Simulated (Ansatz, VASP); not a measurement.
## Two plane-wave programs on TiO2

```
Ti O
1.0
     5.14500    0.00000    0.00000
     0.00000    9.18400    0.00000
     0.00000    0.00000    5.44700
Ti O
8 16
Direct
  0.13891 0.12898 0.90513
  0.63891 0.37102 0.09487
  0.86109 0.62898 0.59487
  0.36109 0.87102 0.40513
  0.86109 0.87102 0.09487
  0.36109 0.62898 0.90513
  0.13891 0.37102 0.40513
  0.63891 0.12898 0.59487
  0.81563 0.00957 0.85065
  0.31563 0.49043 0.14935
  0.18437 0.50957 0.64935
  0.68437 0.99043 0.35065
  0.18437 0.99043 0.14935
  0.68437 0.50957 0.85065
  0.81563 0.49043 0.35065
  0.31563 0.00957 0.64935
  0.46411 0.23015 0.89092
  0.96411 0.26985 0.10908
  0.53589 0.73015 0.60908
  0.03589 0.76985 0.39092
  0.53589 0.76985 0.10908
  0.03589 0.73015 0.89092
  0.46411 0.26985 0.39092
  0.96411 0.23015 0.60908
```

Alike in both runs: functional PBE; k mesh 5 × 3 × 4; occupations fermi-dirac, width 0.02 eV; no spin polarisation.

Ansatz relaxed the structure, and its values are those at the end. VASP's run is a single point on that final structure, the one shown.

|  | VASP | Ansatz |
| --- | --- | --- |
| version | VASP 6.6.1 | Ansatz 0.2.0 |
| potentials or method | VASP PAW PBE potentials, release 64 (Ti_sv, O) | plane-wave PAW, scalar-relativistic |
| plane-wave cutoff (eV) | 520 | 420 |
| valence electrons in the cell | 192 | 192 |

```tsv
	VASP	Ansatz	Ansatz less VASP
gap on the k mesh at the Fermi level (eV)	2.34	2.36	+0.022
pressure (GPa)	5.3	4.7	-0.65
rms of the force components (eV/Å)	0.019	0.002	-0.0170
```

Ansatz's warnings: stress scf threshold loose.
